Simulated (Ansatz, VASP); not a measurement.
## Two plane-wave programs on Se

The input INCAR:

```
SYSTEM = Se
  PREC = Accurate
  ENCUT = 520
  EDIFF = 1E-7
  ISMEAR = 0
  SIGMA = 0.1
  LREAL = .FALSE.
  LASPH = .TRUE.
  NELM = 60
  ALGO = Normal
  ISIF = 2
  LWAVE = .FALSE.
  LCHARG = .FALSE.
  GGA = PE
  NBANDS = 16
```

The input KPOINTS:

```
Automatic mesh
0
G
  6 6 4
  0 0 0
```

The input POSCAR:

```
Se
1.0
    4.6849931663      0.0000000000      0.0000000000
   -2.3424965832      4.0573230985      0.0000000000
    0.0000000000      0.0000000000      3.9935937188
Se
3
Direct
    0.3333333333      0.6666666667      0.5000000000
    0.0000000000      0.0000000000      0.0000000000
    0.6666666667      0.3333333333      0.5000000000
```

Input for Ansatz:

```yaml
crystal:
  lattice:
    - [4.6849931663, 0.0, 0.0]
    - [-2.3424965832, 4.0573230985, 0.0]
    - [0.0, 0.0, 3.9935937188]
  atoms:
    - { symbol: Se, position: [0.3333333333, 0.6666666667, 0.5] }
    - { symbol: Se, position: [0.0, 0.0, 0.0] }
    - { symbol: Se, position: [0.6666666667, 0.3333333333, 0.5] }
basis:
  ecutwfc: 420
kpoints:
  mp_grid: { grid: [6, 6, 4] }
hamiltonian:
  xc: pbe
scf:
  occupations: { method: gaussian, width: 0.1 }
  lower_state_search: "off"
output:
  forces: true
  stress: true
  eigenvalues: true
```

Alike in both runs: task single point; functional PBE; k mesh 6 × 6 × 4; occupations gaussian, width 0.1 eV; no spin polarisation.

```csv
,VASP,Ansatz
version,VASP 6.6.1,Ansatz 0.2.0
potentials or method,"VASP PAW PBE potentials, release 64 (Se), cutoff 520 eV","scalar-relativistic, plane waves, PAW"
valence electrons in the cell,18,48
```

```tsv
	VASP	Ansatz	Ansatz less VASP
gap on the k mesh at the Fermi level (eV)	none	none	-
pressure (GPa)	-5.2	-5.2	0.00
traceless stress, the component that is largest in VASP (GPa)	-0.29	-0.29	0.000
```

A gap of «none» marks a metal or a gap that the smearing closes. VASP's potentials hold 18 valence electrons a cell and Ansatz's 48, so a difference there can come from the potentials and not from the codes.

The k mesh is coarse, so the values compare programs but aren't converged.
